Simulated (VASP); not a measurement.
Wanted: the native input for a VASP 6.6.1 run.

* Task: single point
* Functional: PBE
* Potentials or basis: VASP PAW PBE potentials, release 64 (K_sv, H)
* Cutoff: 520 eV
* k mesh: 12 × 12 × 6
* Occupations: gaussian, width 0.1 eV
* Spin: no spin polarisation
* Dipole correction: no
* Further INCAR settings: ALGO = Normal; EDIFF = 1e-06; NBANDS = 16

The structure of K2H lies in POSCAR:

```
K2H
1.0
    2.7974873367     -2.7875955771      0.0000000000
    2.7974873367      2.7875955771      0.0000000000
    0.0000000000      0.0000000000      9.8945986472
K H
2 1
Direct
    0.0000000000      0.0000000000      0.5000000000
    0.0000000000      0.0000000000      0.0000000000
    0.5000000000      0.5000000000      0.0000000000
```

The cell was built from a structure type or drawn by symmetry, and may not be a known phase.

These files were run (other wordings do the same):

INCAR

```
ALGO     = Normal         # electronic algorithm
EDIFF    = 1E-6           # SCF threshold, eV
ENCUT    = 520            # plane-wave cutoff, eV
GGA      = PE             # functional
ISIF     = 2              # what is computed and relaxed
ISMEAR   = 0              # smearing method
LASPH    = True           # aspherical terms in the spheres
LCHARG   = False          # write CHGCAR
LREAL    = False          # projectors in reciprocal space
LWAVE    = False          # write WAVECAR
NBANDS   = 16             # bands
NELM     = 80             # most SCF steps
PREC     = Accurate       # precision mode
SIGMA    = 0.1            # smearing width, eV
```

KPOINTS

```
k-points
0
Gamma
  12 12 6
```

Potentials or basis: VASP PAW PBE potentials, release 64 (K_sv, H).

The run is started by

```console
$ cat potpaw_PBE.64/K_sv/POTCAR potpaw_PBE.64/H/POTCAR > POTCAR
$ mpirun -np 1 vasp_std > vasp.out
```

It gave:

```json
{"Pressure": "0.0 GPa", "Band gap on the k mesh": "zero (an odd number of electrons rules out a gap without spin polarisation)"}
```

Wall time 8.2 min on 1 thread of Intel Xeon 8259CL (shared host), peak memory 0.52 GiB.
